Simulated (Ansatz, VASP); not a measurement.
**One calculation of MgO, two programs**

```xyz
2
Lattice="0.0000 2.0816 2.0816 2.0816 0.0000 2.0816 2.0816 2.0816 0.0000" Properties=species:S:1:pos:R:3 pbc="T T T"
Mg    0.0000    0.0000    0.0000
O     2.0816    2.0816    2.0816
```

Alike in both runs: functional LDA; k mesh 8 × 8 × 8; occupations gaussian, width 0.1 eV; no spin polarisation.

Ansatz relaxed the structure, and its values are those at the end. VASP's run is a single point on that final structure, the one shown.

|  | VASP | Ansatz |
| --- | --- | --- |
| version | VASP 6.6.1 | Ansatz 0.2.0 |
| potentials or method | VASP PAW LDA potentials, release 64 (Mg, O), cutoff 600 eV | scalar-relativistic, plane waves, PAW |
| valence electrons in the cell | 8 | 16 |

|  | VASP | Ansatz | Ansatz less VASP |
| --- | --- | --- | --- |
| gap on the k mesh at the Fermi level (eV) | 5.01 | 5.01 | -0.002 |
| least direct gap on the mesh (eV) | 5.01 | 5.01 | -0.002 |
| pressure (GPa) | -2.4 | -0.5 | +1.94 |

LDA's correlation is that of Perdew and Zunger in VASP and of Perdew and Wang (1992) in Ansatz. VASP's potentials hold 8 valence electrons a cell and Ansatz's 16, so a difference there can come from the potentials and not from the codes.
